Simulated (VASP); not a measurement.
Write the native input for VASP 6.6.1 that does the following.

| Property | Result |
| --- | --- |
| Task | single point |
| Functional | LDA |
| Potentials or basis | VASP PAW LDA potentials, release 64 (Ta_sv_GW, N) |
| Cutoff | 700 eV |
| k mesh | 15 × 15 × 10 |
| Occupations | gaussian, width 0.1 eV |
| Spin | no spin polarisation |
| Dipole correction | no |
| Further INCAR settings | ALGO = Normal; EDIFF = 1e-06; NBANDS = 22 |

The structure of Ta2N lies in POSCAR:

```
Ta2N
1.0
    3.1625157612     -0.0000000029      0.0000000000
   -1.5812578780      2.7388189905      0.0000000000
    0.0000000000      0.0000000000      4.8913662660
Ta N
2 1
Direct
    0.6666666667      0.3333333333      0.7530700386
    0.3333333333      0.6666666667      0.2469299614
    0.0000000000      0.0000000000      0.0000000000
```

The input as run:

INCAR

```
SYSTEM = Ta2N
ALGO = Normal
EDIFF = 1E-6
ENCUT = 700
GGA = CA
GGA_COMPAT = .FALSE.
ISIF = 2
ISMEAR = 0
LASPH = .TRUE.
LCHARG = .FALSE.
LREAL = .FALSE.
LWAVE = .FALSE.
NBANDS = 22
NELM = 120
PREC = Accurate
SIGMA = 0.1
```

KPOINTS

```
k-points
0
G
  15 15 10
  0 0 0
```

Potentials or basis: VASP PAW LDA potentials, release 64 (Ta_sv_GW, N).

Launch:

```console
$ cat potpaw_LDA.64/Ta_sv_GW/POTCAR potpaw_LDA.64/N/POTCAR > POTCAR
$ mpirun -np 1 vasp_std > vasp.out
```

Results of the run:

```json
{
  "Pressure": "-20.5 GPa",
  "Largest force": "0.025 eV/Å",
  "Band gap on the k mesh": "zero (an odd number of electrons rules out a gap without spin polarisation)"
}
```

Caveat: the cell stands under tension; spin-orbit coupling is left out, which moves the levels of the heavy elements.

Wall time 6.5 min on 1 thread of AMD EPYC 7R13 Processor (Zen 3), with other jobs on the host, peak memory 0.38 GiB.
